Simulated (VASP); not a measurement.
# Pd (Fm-3m) in VASP: a series of runs, part 2 of 3

VASP 6.6.1.

## Step 3: Single point, r2SCAN

This run uses another cell than the first one, of 14.24 Å³/atom.

POSCAR

```
Pd
1.0
    0.0000000000      1.9239525185      1.9239525185
    1.9239525185      0.0000000000      1.9239525185
    1.9239525185      1.9239525185      0.0000000000
Pd
1
Direct
    0.0000000000      0.0000000000      0.0000000000
```

INCAR.step1

```
PREC     = Accurate       # precision mode
ENCUT    = 520            # plane-wave cutoff, eV
ISMEAR   = -1             # smearing method
SIGMA    = 0.08           # smearing width, eV
LREAL    = False          # projectors in reciprocal space
LASPH    = True           # aspherical terms in the spheres
NELM     = 60             # most SCF steps
NBANDS   = 11             # bands
GGA      = PE             # functional
ALGO     = Normal         # electronic algorithm
EDIFF    = 1E-4           # SCF threshold, eV
LWAVE    = True           # write WAVECAR
LCHARG   = False          # write CHGCAR
```

INCAR.step2

```
PREC     = Accurate       # precision mode
ENCUT    = 520            # plane-wave cutoff, eV
EDIFF    = 1E-6           # SCF threshold, eV
ISMEAR   = -1             # smearing method
SIGMA    = 0.08           # smearing width, eV
LREAL    = False          # projectors in reciprocal space
LASPH    = True           # aspherical terms in the spheres
NELM     = 60             # most SCF steps
ALGO     = Normal         # electronic algorithm
ISIF     = 2              # what is computed and relaxed
LWAVE    = False          # write WAVECAR
LCHARG   = True           # write CHGCAR
METAGGA  = R2SCAN         # meta-GGA
LMIXTAU  = True         
LELF     = True           # ELF
LVHAR    = True         
NBANDS   = 11             # bands
ISTART   = 1
```

KPOINTS

```
Automatic mesh
0
Gamma
  24 24 24
```

Potentials or basis: VASP PAW PBE potentials, release 64 (Pd).

Command:

```sh
$ cat potpaw_PBE.64/Pd/POTCAR > POTCAR
$ cp INCAR.step1 INCAR
$ mpirun -np 1 vasp_std > vasp.out
$ cp INCAR.step2 INCAR
$ mpirun -np 1 vasp_std > vasp.out
```

OUTCAR:

```text
PREC = Accurate
   ENCUT = 520
   EDIFF = 1E-6
   ISMEAR = -1
   LREAL = False
   LASPH = True
   NELM = 60
   ISIF = 2
   METAGGA = R2SCAN
   ISTART = 1

 ion  position               nearest neighbor table
   1  0.000  0.000  0.000-

  LATTYP: Found a face centered cubic cell.
 ALAT       =     3.8479050370

  Lattice vectors:

 A1 = (   0.0000000000,   1.9239525185,   1.9239525185)
 A2 = (   1.9239525185,   0.0000000000,   1.9239525185)
 A3 = (   1.9239525185,   1.9239525185,   0.0000000000)

Analysis of symmetry for initial positions (statically):
=====================================================================
 Subroutine PRICEL returns:
 Original cell was already a primitive cell.

 Routine SETGRP: Setting up the symmetry group for a
 face centered cubic supercell.

 Subroutine GETGRP returns: Found 48 space group operations
 (whereof 48 operations were pure point group operations)
 out of a pool of 48 trial point group operations.

The static configuration has the point symmetry O_h .

Analysis of symmetry for dynamics (positions and initial velocities):
=====================================================================
 Subroutine PRICEL returns:
 Original cell was already a primitive cell.

 Routine SETGRP: Setting up the symmetry group for a
 face centered cubic supercell.

 Subroutine GETGRP returns: Found 48 space group operations
 (whereof 48 operations were pure point group operations)
 out of a pool of 48 trial point group operations.

The dynamic configuration has the point symmetry O_h .

 Subroutine INISYM returns: Found 48 space group operations
 (whereof 48 operations are pure point group operations),
 and found     1 'primitive' translations

----------------------------------------------------------------------------------------

                                     Primitive cell

  volume of cell :      14.2434

  direct lattice vectors                    reciprocal lattice vectors
     0.000000000  1.923952518  1.923952518    -0.259881673  0.259881673  0.259881673
     1.923952518  0.000000000  1.923952518     0.259881673 -0.259881673  0.259881673
     1.923952518  1.923952518  0.000000000     0.259881673  0.259881673 -0.259881673

  length of vectors
     2.720879745  2.720879745  2.720879745     0.450128262  0.450128262  0.450128262

  position of ions in fractional coordinates (direct lattice)
     0.000000000  0.000000000  0.000000000

  ion indices of the primitive-cell ions
   primitive index   ion index
                 1           1

----------------------------------------------------------------------------------------

 KPOINTS: Automatic mesh

Automatic generation of k-mesh.
 Grid dimensions read from file:
 generate k-points for:   24   24   24

 Generating k-lattice:

  Cartesian coordinates                     Fractional coordinates (reciprocal lattice)
    -0.010828403  0.010828403  0.010828403     0.041666667  0.000000000  0.000000000
     0.010828403 -0.010828403  0.010828403     0.000000000  0.041666667  0.000000000
     0.010828403  0.010828403 -0.010828403     0.000000000  0.000000000  0.041666667

  Length of vectors
     0.018755344  0.018755344  0.018755344

  Shift w.r.t. Gamma in fractional coordinates (k-lattice)
     0.000000000  0.000000000  0.000000000

 Subroutine IBZKPT returns following result:
 ===========================================

 Found    413 irreducible k-points:

 Following reciprocal coordinates:
            Coordinates               Weight
  0.000000  0.000000  0.000000      1.000000
  0.041667  0.000000  0.000000      8.000000
  0.083333  0.000000  0.000000      8.000000
  0.125000  0.000000  0.000000      8.000000
  0.166667  0.000000  0.000000      8.000000
  0.208333  0.000000  0.000000      8.000000
[... 16 lines left out ...]
  0.416667  0.041667  0.000000     24.000000
  0.458333  0.041667  0.000000     24.000000
 [... further k-points ...]
   k-points           NKPTS =    413   k-points in BZ     NKDIM =    413   number of bands    NBANDS=     11
   number of dos      NEDOS =    301   number of ions     NIONS =      1
   total plane-waves  NPLWV =   8000
   dimension x,y,z NGX =    20 NGY =   20 NGZ =   20
   dimension x,y,z NGXF=    40 NGYF=   40 NGZF=   40
   ions per type =               1
   NGX,Y,Z   is equivalent  to a cutoff of  12.22, 12.22, 12.22 a.u.
   NGXF,Y,Z  is equivalent  to a cutoff of  24.44, 24.44, 24.44 a.u.
 SYSTEM =  unknown system
   PREC   = accura    normal or accurate (medium, high low for compatibility)
   ISTART =      1    job   : 0-new  1-cont  2-samecut
   ICHARG =      0    charge: 1-file 2-atom 10-const
   ISPIN  =      1    spin polarized calculation?
   LNONCOLLINEAR =      F non collinear calculations
   LSORBIT =      F    spin-orbit coupling
   LASPH  =      T    aspherical Exc in radial PAW
   ENCUT  =  520.0 eV  38.22 Ry    6.18 a.u.   5.06  5.06  5.06*2*pi/ulx,y,z
   NELM   =     60;   NELMIN=  2; NELMDL=  0     # of ELM steps
   EDIFF  = 0.1E-05   stopping-criterion for ELM
   LREAL  =      F    real-space projection
   EDIFFG = 0.1E-04   stopping-criterion for IOM
   NSW    =      0    number of steps for IOM
   IBRION =     -1    ionic relax: 0-MD 1-quasi-New 2-CG
   NFREE  =      0    steps in history (QN), initial steepest desc. (CG)
   ISIF   =      2    stress and relaxation
   ISYM   =      2    0-nonsym 1-usesym 2-fastsym
   POTIM  = 0.5000    time-step for ionic-motion
   TEBEG  =    0.0;   TEEND  =   0.0 temperature during run
   PSTRESS=    0.0 pullay stress
   NELECT =      10.0000    total number of electrons
   NUPDOWN=      -1.0000    fix difference up-down
   EMIN   =  10.00;   EMAX   =-10.00  energy-range for DOS
   EFERMI =   0.00;   METHOD = LEGACY
   ISMEAR =    -1;   SIGMA  =   0.08  broadening in eV -4-tet -1-fermi 0-gaus
   EFERMI_NEDOS =   21; number of points for ismear=-14 and -15
   IALGO  =     38    algorithm
   IMIX   =      4    mixing-type and parameters
     AMIX     =   0.40;   BMIX     =  1.00
     AMIX_MAG =   1.60;   BMIX_MAG =  1.00
  volume/ion in A,a.u.               =      14.24        96.12
  Fermi-wavevector in a.u.,A,eV,Ry     =   1.455025  2.749599 28.804867  2.117098
  Thomas-Fermi vector in A             =   2.572108
   LORBIT       =      0    0 simple, 1 ext, 2 COOP (PROOUT), +10 PAW based schemes
   METAGGA = R2SCAN    functional components
   LHFCALC =     F    Hartree Fock is set to
   AEXX    =    0.0000 exact exchange contribution
   IVDW    =     0    specifies the selected vdW correction
   LEPSILON=     F    determine dielectric tensor
   LRPA    =     F    only Hartree local field effects (RPA)
 non-spin polarized calculation
  energy-cutoff  :      520.00
  volume of cell :       14.24
 maximum number of plane-waves:       392
   NGX = 11   NGY = 11   NGZ = 11

 number of electron      10.0000004 magnetization

 Free energy of the ion-electron system (eV)
  ---------------------------------------------------
  ext. energy  EPLUGINS =         0.00000000
  ---------------------------------------------------
  free energy    TOTEN  =       -22.94504486 eV

  energy without entropy =      -22.90653108  energy(sigma->0) =      -22.92578797

 E-fermi :  10.2378     XC(G=0): -14.3930

 val. band max:       10.2372660866   @ k =  -0.4583   0.2917   0.0417
 cond. band min:      10.2410746026   @ k =   0.3750   0.0833   0.0000
 fundamental gap:      0.0038085160
 Fermi energy:        10.2378302932

 k-point     1 :       0.0000    0.0000    0.0000
  band No.  band energies     occupation
      1       2.7320      2.00000
      2       7.1263      2.00000
      3       7.1263      2.00000
      4       7.1263      2.00000
      5       8.8369      2.00000
      6       8.8369      2.00000
      7      28.2541      0.00000
      8      32.5579      0.00000
      9      33.4551      0.00000
     10      33.4551      0.00000
     11      33.4551      0.00000
[... 309 lines left out ...]
 k-point    24 :       0.4583    0.0417    0.0000
  band No.  band energies     occupation
      1       4.5664      2.00000
      2       7.0320      2.00000
      3       7.1223      2.00000
      4       9.6329      1.99896
      5      10.1516      1.49236
      6      11.3231      0.00000
      7      18.9229      0.00000
      8      27.8273      0.00000
      9      32.5419      0.00000
     10      32.5547      0.00000
     11      32.8918      0.00000

 [... further k-points ...]

------------------------ aborting loop because EDIFF is reached ----------------------------------------

  FORCE on cell =-STRESS in cart. coord.  units (eV):
  Direction    XX          YY          ZZ          XY          YZ          ZX
  --------------------------------------------------------------------------------------
  -------------------------------------------------------------------------------------
  Total        0.9716804      0.9716804      0.9716804      0.0000000      0.0000000      0.0000000
  in kB      109.3002016    109.3002016    109.3002016      0.0000000      0.0000000      0.0000000
  external PRESSURE =     109.3002016 kB  Pullay stress =       0.0000000 kB

 VOLUME and BASIS-vectors are now :
 -----------------------------------------------------------------------------
  energy-cutoff  :      520.00
  volume of cell :       14.24
      direct lattice vectors                 reciprocal lattice vectors
     0.000000000  1.923952518  1.923952518    -0.259881673  0.259881673  0.259881673
     1.923952518  0.000000000  1.923952518     0.259881673 -0.259881673  0.259881673
     1.923952518  1.923952518  0.000000000     0.259881673  0.259881673 -0.259881673

 POSITION                                       TOTAL-FORCE (eV/Angst)
 -----------------------------------------------------------------------------------
      0.00000      0.00000      0.00000         0.000000      0.000000     -0.000000
 -----------------------------------------------------------------------------------
    total drift:                                0.000000      0.000000      0.000000

  FREE ENERGIE OF THE ION-ELECTRON SYSTEM (eV)
  ---------------------------------------------------
  free  energy   TOTEN  =       -22.9450448572 eV

  energy  without entropy=      -22.9065310818  energy(sigma->0) =      -22.92578797
```

It took 86 s on 1 thread of Intel Xeon 6975P-C (Granite Rapids), shared host; peak memory 0.18 GiB.

What came out:

* Free energy: -22.9450 eV
* Pressure: 10.9 GPa
* Band gap on the k mesh: zero (bands 5 and 6 overlap by 1.79 eV)

Caveat: the cell stands under pressure; the PAW data sets were made with another functional, which shifts forces and pressure a little.

## Step 4: Single point, r2SCAN

This run uses another cell than the first one, of 14.43 Å³/atom.

POSCAR

```
Pd
1.0
    0.0000000000      1.9323526945      1.9323526945
    1.9323526945      0.0000000000      1.9323526945
    1.9323526945      1.9323526945      0.0000000000
Pd
1
Direct
    0.0000000000      0.0000000000      0.0000000000
```

INCAR.step1

```
SYSTEM = Pd
ALGO = Normal
EDIFF = 1E-4
ENCUT = 520
GGA = PE
ISMEAR = -1
LASPH = .TRUE.
LCHARG = .FALSE.
LREAL = .FALSE.
LWAVE = .TRUE.
NBANDS = 11
NELM = 100
PREC = Accurate
SIGMA = 0.08
```

INCAR.step2

```
SYSTEM = Pd
ALGO = Normal
EDIFF = 1E-7
ENCUT = 520
ISIF = 2
ISMEAR = -1
ISTART = 1
LASPH = .TRUE.
LCHARG = .FALSE.
LMIXTAU = .TRUE.
LREAL = .FALSE.
LWAVE = .FALSE.
METAGGA = R2SCAN
NBANDS = 11
NELM = 100
PREC = Accurate
SIGMA = 0.08
```

KPOINTS

```
k-points
0
G
  24 24 24
  0 0 0
```

Command:

```sh
$ cat potpaw_PBE.64/Pd/POTCAR > POTCAR
$ cp INCAR.step1 INCAR
$ mpirun -np 1 vasp_std > vasp.out
$ cp INCAR.step2 INCAR
$ mpirun -np 1 vasp_std > vasp.out
```

Run time: 96 s. Hardware: 1 thread of Intel Xeon 6975P-C (Granite Rapids), shared host; peak memory 0.18 GiB.

The run converged. Its results:

```yaml
Free_energy: -22.9561 eV
Pressure: 7.9 GPa
Band_gap_on_the_k_mesh: zero (bands 5 and 6 overlap by 1.75 eV)
```

Levels at points of the mesh, in eV from the Fermi level:
| k point | band 1 | band 2 | band 3 | band 4 | band 5 | band 6 | band 7 | band 8 | band 9 | band 10 |
| --- | --- | --- | --- | --- | --- | --- | --- | --- | --- | --- |
| (0.00, 0.00, 0.00) | -7.40 | -3.05 | -3.05 | -3.05 | -1.37 | -1.37 | 18.01 | 22.36 | 23.13 | 23.13 |
| (0.50, 0.00, 0.00) | -5.63 | -3.12 | -3.12 | -0.06 | -0.06 | 1.21 | 7.87 | 17.41 | 22.34 | 22.34 |
| (0.50, 0.50, 0.00) | -5.76 | -5.48 | -0.12 | 0.30 | 0.30 | 3.63 | 11.53 | 14.04 | 14.04 | 22.00 |

Caveat: the cell stands under pressure; the PAW data sets were made with another functional, which shifts forces and pressure a little.

(Continued in part 3 of 3.)
